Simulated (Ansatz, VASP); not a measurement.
## One calculation of F, two programs

The input INCAR:

```
PREC = Accurate
ENCUT = 520
EDIFF = 1E-6
ISMEAR = 0
SIGMA = 0.05
LREAL = False
LASPH = True
NELM = 60
ALGO = Normal
ISIF = 2
LWAVE = False
LCHARG = True
GGA = PS
LELF = True
LVHAR = True
NBANDS = 22
```

Contents of KPOINTS:

```
regular mesh
0
Gamma
  4 4 2
```

Contents of POSCAR:

```
F
1.0
    2.9537033374     -1.7813164107     -0.2278150825
    2.9537033374      1.7813164107     -0.2278150825
   -2.1959000118      0.0000000000      7.1233033672
F
4
Direct
    0.0848459664      0.0848459664      0.0940038325
    0.9151540336      0.9151540336      0.9059961675
    0.5015719855      0.5015719855      0.5937195244
    0.4984280145      0.4984280145      0.4062804756
```

Input for Ansatz:

```yaml
crystal:
  lattice:
    - [2.9537033374, -1.7813164107, -0.2278150825]
    - [2.9537033374, 1.7813164107, -0.2278150825]
    - [-2.1959000118, 0.0, 7.1233033672]
  atoms:
    - { symbol: F, position: [0.0848459664, 0.0848459664, 0.0940038325] }
    - { symbol: F, position: [0.9151540336, 0.9151540336, 0.9059961675] }
    - { symbol: F, position: [0.5015719855, 0.5015719855, 0.5937195244] }
    - { symbol: F, position: [0.4984280145, 0.4984280145, 0.4062804756] }
basis:
  ecutwfc: 520.0
kpoints:
  mp_grid: { grid: [4, 4, 2] }
hamiltonian:
  xc: pbesol
scf:
  occupations: { method: gaussian, width: 0.05 }
output:
  forces: true
  stress: true
  eigenvalues: true
```

Change from the starting cell: volume 18.294 Å^3 an atom, stretch along a over the lengths across it, relative to the relaxed cell 0.9530.

Alike in both runs: task single point; functional PBEsol; k mesh 4 × 4 × 2; occupations gaussian, width 0.05 eV; no spin polarisation.

|  | VASP | Ansatz |
| --- | --- | --- |
| version | VASP 6.6.1 | Ansatz 0.2.0 |
| potentials or method | VASP PAW PBE potentials, release 64 (F), cutoff 520 eV | scalar-relativistic, plane waves, PAW |
| valence electrons in the cell | 28 | 28 |

```tsv
	VASP	Ansatz	Ansatz less VASP
gap on the k mesh at the Fermi level (eV)	3.07	3.15	+0.082
least direct gap on the mesh (eV)	3.16	3.24	+0.082
pressure (GPa)	1.2	0.8	-0.40
traceless stress, the component that is largest in VASP (GPa)	2.69	1.17	-1.525
rms of the force components (eV/Å)	0.468	0.206	-0.2613
```

VASP's potentials were made for PBE, not for PBEsol. Atom by atom the forces differ by 0.261 eV/Å (rms over components).

The k mesh is coarse, so the values compare programs but aren't converged.
